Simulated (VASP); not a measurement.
# KNaHCl (P4/mmm) in VASP: notebook

KNaHCl is run at these levels: PBE; tasks: single point.

All numbers are computed with VASP 6.6.1; they aren't measurements. Logs are shortened: lines on timing, memory, paths and dates and some standing lists are left out, and cuts for length are marked.

### Step 1. The cell of the first run

The structure is tetragonal, space group P4/mmm (No. 123). Conventional cell: a = 3.983 Å, b = 3.983 Å, c = 6.119 Å, α = 90.00°, β = 90.00°, γ = 90.00°. K (site symmetry 4/mmm) has 4 H at 2.82 Å and 2 Cl at 3.06 Å within 3.7 Å. Na (site symmetry 4/mmm) has 4 Cl at 2.82 Å and 2 H at 3.06 Å within 3.7 Å. Within 3.7 Å of H (site symmetry 4/mmm) lie 4 K at 2.82 Å and 2 Na at 3.06 Å. Cl (site symmetry 4/mmm) has 4 Na at 2.82 Å and 2 K at 3.06 Å within 3.7 Å.

The cell was built from a structure type or drawn by symmetry, and may not be a known phase.

### Step 2. Single point, PBE

The input, INCAR:

```
SYSTEM = KNaHCl
  PREC = Accurate
  ENCUT = 500
  EDIFF = 1E-6
  ISMEAR = 0
  SIGMA = 0.15
  LREAL = .False.
  LASPH = .True.
  NELM = 120
  ALGO = Normal
  ISIF = 2
  LWAVE = .False.
  LCHARG = .False.
  GGA = PE
  NBANDS = 20
  GGA_COMPAT = .False.
```

The input, KPOINTS:

```
regular mesh
0
Gamma
  4 4 3
  0 0 0
```

The input, POSCAR:

```
KNaHCl
1.0
    3.9829479447      0.0000000000      0.0000000000
    0.0000000000      3.9829479447      0.0000000000
    0.0000000000      0.0000000000      6.1194363783
K Na H Cl
1 1 1 1
Direct
    0.0000000000      0.0000000000      0.0000000000
    0.5000000000      0.5000000000      0.5000000000
    0.5000000000      0.5000000000      0.0000000000
    0.0000000000      0.0000000000      0.5000000000
```

Potentials or basis: VASP PAW PBE potentials, release 64 (K_sv, Na_pv, H, Cl).

Started as:

```console
> cat potpaw_PBE.64/K_sv/POTCAR potpaw_PBE.64/Na_pv/POTCAR potpaw_PBE.64/H/POTCAR potpaw_PBE.64/Cl/POTCAR > POTCAR
> mpirun -np 1 vasp_std > vasp.out
```

OUTCAR:

```text
SYSTEM = KNaHCl
   PREC = Accurate
   ENCUT = 500
   EDIFF = 1E-6
   ISMEAR = 0
   LREAL = .False.
   LASPH = .True.
   NELM = 120
   ISIF = 2
   GGA = PE

 ion  position               nearest neighbor table
   1  0.000  0.000  0.000-   4 3.06   4 3.06
   2  0.500  0.500  0.500-
   3  0.500  0.500  0.000-
   4  0.000  0.000  0.500-   1 3.06   1 3.06

  LATTYP: Found a simple tetragonal cell.
 ALAT       =     3.9829479447
 C/A-ratio  =     1.5364088266

  Lattice vectors:

 A1 = (   3.9829479447,   0.0000000000,   0.0000000000)
 A2 = (   0.0000000000,   3.9829479447,   0.0000000000)
 A3 = (   0.0000000000,   0.0000000000,   6.1194363783)

Analysis of symmetry for initial positions (statically):
=====================================================================
 Subroutine PRICEL returns:
 Original cell was already a primitive cell.

 Routine SETGRP: Setting up the symmetry group for a
 simple tetragonal supercell.

 Subroutine GETGRP returns: Found 16 space group operations
 (whereof 16 operations were pure point group operations)
 out of a pool of 16 trial point group operations.

The static configuration has the point symmetry D_4h.

Analysis of symmetry for dynamics (positions and initial velocities):
=====================================================================
 Subroutine PRICEL returns:
 Original cell was already a primitive cell.

 Routine SETGRP: Setting up the symmetry group for a
 simple tetragonal supercell.

 Subroutine GETGRP returns: Found 16 space group operations
 (whereof 16 operations were pure point group operations)
 out of a pool of 16 trial point group operations.

The dynamic configuration has the point symmetry D_4h.

 Subroutine INISYM returns: Found 16 space group operations
 (whereof 16 operations are pure point group operations),
 and found     1 'primitive' translations

----------------------------------------------------------------------------------------

                                     Primitive cell

  volume of cell :      97.0780

  direct lattice vectors                    reciprocal lattice vectors
     3.982947945  0.000000000  0.000000000     0.251070316  0.000000000  0.000000000
     0.000000000  3.982947945  0.000000000     0.000000000  0.251070316  0.000000000
     0.000000000  0.000000000  6.119436378     0.000000000  0.000000000  0.163413742

[... 72 lines left out ...]
   ENCUT  =  500.0 eV  36.75 Ry    6.06 a.u.   7.26  7.26 11.16*2*pi/ulx,y,z
   NELM   =    120;   NELMIN=  2; NELMDL= -5     # of ELM steps
   EDIFF  = 0.1E-05   stopping-criterion for ELM
   LREAL  =      F    real-space projection
   EDIFFG = 0.1E-04   stopping-criterion for IOM
   NSW    =      0    number of steps for IOM
   IBRION =     -1    ionic relax: 0-MD 1-quasi-New 2-CG
   NFREE  =      0    steps in history (QN), initial steepest desc. (CG)
   ISIF   =      2    stress and relaxation
   ISYM   =      2    0-nonsym 1-usesym 2-fastsym
   POTIM  = 0.5000    time-step for ionic-motion
   TEBEG  =    0.0;   TEEND  =   0.0 temperature during run
   PSTRESS=    0.0 pullay stress
   NELECT =      24.0000    total number of electrons
   NUPDOWN=      -1.0000    fix difference up-down
   EMIN   =  10.00;   EMAX   =-10.00  energy-range for DOS
   EFERMI =   0.00;   METHOD = LEGACY
   ISMEAR =     0;   SIGMA  =   0.15  broadening in eV -4-tet -1-fermi 0-gaus
   EFERMI_NEDOS =   21; number of points for ismear=-14 and -15
   IALGO  =     38    algorithm
   IMIX   =      4    mixing-type and parameters
     AMIX     =   0.40;   BMIX     =  1.00
     AMIX_MAG =   1.60;   BMIX_MAG =  1.00
  volume/ion in A,a.u.               =      24.27       163.78
  Fermi-wavevector in a.u.,A,eV,Ry     =   1.027476  1.941648 14.363765  1.055707
  Thomas-Fermi vector in A             =   2.161423
   LORBIT       =      0    0 simple, 1 ext, 2 COOP (PROOUT), +10 PAW based schemes
   GGA     = PE    functional components
   LHFCALC =     F    Hartree Fock is set to
   AEXX    =    0.0000 exact exchange contribution
   IVDW    =     0    specifies the selected vdW correction
   LEPSILON=     F    determine dielectric tensor
   LRPA    =     F    only Hartree local field effects (RPA)
 non-spin polarized calculation
 Gauss-broadening in eV      SIGMA  =   0.15
  energy-cutoff  :      500.00
  volume of cell :       97.08
 maximum number of plane-waves:      2487
 NGX is ok and might be reduce to    30
   NGX = 15   NGY = 15   NGZ = 23

 number of electron      23.9999995 magnetization

 Free energy of the ion-electron system (eV)
  ---------------------------------------------------
  ext. energy  EPLUGINS =         0.00000000
  ---------------------------------------------------
  free energy    TOTEN  =       -11.49078887 eV

  energy without entropy =      -11.49078887  energy(sigma->0) =      -11.49078887

 E-fermi :   0.3897     XC(G=0):  -7.3846

 val. band max:       -0.2685584455   @ k =   0.5000   0.0000   0.0000
 cond. band min:       2.7412093633   @ k =   0.0000   0.0000   0.3333
 fundamental gap:      3.0097678088
 Fermi energy:         0.3897225672

 k-point     1 :       0.0000    0.0000    0.0000
  band No.  band energies     occupation
      1     -29.2527      2.00000
      2     -23.7063      2.00000
      3     -23.6931      2.00000
      4     -23.6931      2.00000
      5     -15.1071      2.00000
      6     -12.8727      2.00000
[... 265 lines left out ...]
     19       8.8653      0.00000
     20      10.6905      0.00000

------------------------ aborting loop because EDIFF is reached ----------------------------------------

  FORCE on cell =-STRESS in cart. coord.  units (eV):
  Direction    XX          YY          ZZ          XY          YZ          ZX
  --------------------------------------------------------------------------------------
  -------------------------------------------------------------------------------------
  Total       -0.0607341     -0.0607341      0.0497755      0.0000000      0.0000000      0.0000000
  in kB       -1.0023566     -1.0023566      0.8214954      0.0000000      0.0000000      0.0000000
  external PRESSURE =      -0.3944059 kB  Pullay stress =       0.0000000 kB

 VOLUME and BASIS-vectors are now :
 -----------------------------------------------------------------------------
  energy-cutoff  :      500.00
  volume of cell :       97.08
      direct lattice vectors                 reciprocal lattice vectors
     3.982947945  0.000000000  0.000000000     0.251070316  0.000000000  0.000000000
     0.000000000  3.982947945  0.000000000     0.000000000  0.251070316  0.000000000
     0.000000000  0.000000000  6.119436378     0.000000000  0.000000000  0.163413742

 POSITION                                       TOTAL-FORCE (eV/Angst)
 -----------------------------------------------------------------------------------
      0.00000      0.00000      0.00000         0.000000      0.000000      0.000000
      1.99147      1.99147      3.05972         0.000000      0.000000      0.000000
      1.99147      1.99147      0.00000         0.000000      0.000000      0.000000
      0.00000      0.00000      3.05972         0.000000      0.000000      0.000000
 -----------------------------------------------------------------------------------
    total drift:                                0.000000      0.000000      0.000000

  FREE ENERGIE OF THE ION-ELECTRON SYSTEM (eV)
  ---------------------------------------------------
  free  energy   TOTEN  =       -11.4907888727 eV

  energy  without entropy=      -11.4907888727  energy(sigma->0) =      -11.49078887
```

It took 38 s on 1 thread of Intel Xeon 8259CL, shared host; peak memory 0.2 GiB.

Results:

* Free energy: -11.4908 eV
* Pressure: 0.0 GPa
* Band gap on the k mesh: 3.01 eV (least direct gap 3.86 eV)

Caveat: an odd mesh through Γ misses points on the zone boundary, where band edges can lie.

### Step 3. Single point, PBE

This run uses another cell than the first one, of 25.00 Å³/atom.

The input, INCAR:

```
SYSTEM = KNaHCl
PREC = Accurate ; ENCUT = 500
EDIFF = 1E-6 ; ISMEAR = 0
SIGMA = 0.15 ; LREAL = .FALSE.
LASPH = .TRUE. ; NELM = 120
ALGO = Normal ; ISIF = 2
LWAVE = .FALSE. ; LCHARG = .FALSE.
GGA = PE ; NBANDS = 20
GGA_COMPAT = .FALSE.
```

The input, KPOINTS:

```
regular mesh
0
G
  4 4 3
  0 0 0
```

The input, POSCAR:

```
KNaHCl
1.0
    4.2263781580      0.0000000000      0.0000000000
    0.0000000000      4.2263781580      0.0000000000
    0.0000000000      0.0000000000      5.5977358550
K Na H Cl
1 1 1 1
Direct
    0.0000000000      0.0000000000      0.0000000000
    0.5000000000      0.5000000000      0.5000000000
    0.0000000000      0.0000000000      0.5000000000
    0.5000000000      0.5000000000      0.0000000000
```

Potentials or basis: VASP PAW PBE potentials, release 64 (K_sv, Na_pv, H, Cl).

Started as:

```console
> cat potpaw_PBE.64/K_sv/POTCAR potpaw_PBE.64/Na_pv/POTCAR potpaw_PBE.64/H/POTCAR potpaw_PBE.64/Cl/POTCAR > POTCAR
> mpirun -np 1 vasp_std > vasp.out
```

It took 31 s on 1 thread of Intel Xeon 8259CL, shared host; peak memory 0.2 GiB.

Results (log left out):

```
Free energy            : -11.3402 eV
Pressure               : 0.4 GPa
Band gap on the k mesh : 2.97 eV (least direct gap 3.54 eV)
```

Stress tensor (GPa, compression positive):
```
 0.75  0.00  0.00
 0.00  0.75  0.00
 0.00  0.00 -0.32
```

Levels at points of the mesh, in eV from the valence-band top:
| k point | band 8 | band 9 | band 10 | band 11 | band 12 | band 13 | band 14 | band 15 | band 16 | band 17 |
| --- | --- | --- | --- | --- | --- | --- | --- | --- | --- | --- |
| (0.00, 0.00, 0.00) | -12.53 | -3.20 | -2.55 | -2.55 | -1.44 | 4.74 | 4.83 | 6.66 | 6.80 | 7.61 |
| (0.50, 0.00, 0.00) | -12.32 | -3.52 | -3.17 | -2.87 | -0.57 | 2.97 | 6.12 | 7.03 | 7.11 | 7.98 |
| (0.50, 0.50, 0.00) | -12.50 | -3.03 | -2.94 | -2.94 | -0.24 | 4.93 | 4.93 | 5.50 | 5.50 | 5.59 |

Caveat: an odd mesh through Γ misses points on the zone boundary, where band edges can lie.
